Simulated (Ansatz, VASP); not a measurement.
InAs in VASP and in Ansatz

```
In As
1.0
     0.00000    2.88671    2.88671
     2.88671    0.00000    2.88671
     2.88671    2.88671    0.00000
In As
1 1
Direct
  0.00000 0.00000 0.00000
  0.50000 0.50000 0.50000
```

Change from the starting cell: species swapped into the NdTe type (Fm-3m, No. 225).

Alike in both runs: functional PBE; k mesh 6 × 6 × 6; occupations gaussian, width 0.2 eV; no spin polarisation.

Ansatz relaxed the structure, and its values are those at the end. VASP's run is a single point on that final structure, the one shown.

|  | VASP | Ansatz |
| --- | --- | --- |
| version | VASP 6.6.1 | Ansatz 0.2.0 |
| potentials or method | VASP PAW PBE potentials, release 64 (In_d, As), cutoff 500 eV | scalar-relativistic, plane waves, PAW |
| valence electrons in the cell | 18 | 28 |

VASP gave:

| Item | Value |
| --- | --- |
| gap on the k mesh at the Fermi level (eV) | none |
| pressure (GPa) | -0.5 |

**Question.** Estimate Ansatz's values.

**Answer.** gap on the k mesh at the Fermi level (eV): none; pressure (GPa): -0.6.

A gap of «none» marks a metal or a gap that the smearing closes. The functional is the same, so the differences come from potentials, cutoffs and numerics. VASP's potentials hold 18 valence electrons a cell and Ansatz's 28, so a difference there can come from the potentials and not from the codes.
